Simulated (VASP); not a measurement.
A run of VASP 6.6.1 is set up as follows.

File INCAR:

```
SYSTEM = Si
ALGO = Normal ; EDIFF = 1E-8
ENCUT = 520 ; ISIF = 2
ISMEAR = -1 ; LASPH = .TRUE.
LCHARG = .FALSE. ; LEFG = .TRUE.
LREAL = .FALSE. ; LWAVE = .FALSE.
NBANDS = 11 ; NELM = 80
PREC = Accurate ; SIGMA = 0.05
```

KPOINTS

```
k-points
0
G
  16 16 16
  0 0 0
```

The input POSCAR:

```
Si
1.0
   -2.2510000000      2.3685000000      1.3132500000
    2.2510000000     -2.3685000000      1.3132500000
    2.2510000000      2.3685000000     -1.3132500000
Si
2
Direct
    0.8070000000      0.5570000000      0.2500000000
    0.1930000000      0.4430000000      0.7500000000
```

Potentials or basis: VASP PAW LDA potentials, release 64 (Si).

Command:

```console
$ cat potpaw_LDA.64/Si/POTCAR > POTCAR
$ mpirun -np 1 vasp_std > vasp.out
```

(1) Estimate the band gap on the k mesh.

(2) Estimate the largest force.

(3) Predict the pressure.

Results:

(1) zero (band 4 reaches 13.38 eV, above the bottom of band 5 at 5.77 eV).

(2) 0.052 eV/Å.

(3) 6.8 GPa.

Caveat: the cell differs from its parent crystal (zz strain of +3 %); without QUAD_EFG the Cq values of the log hold for a quadrupole moment of 1 mb, not for the nuclei.
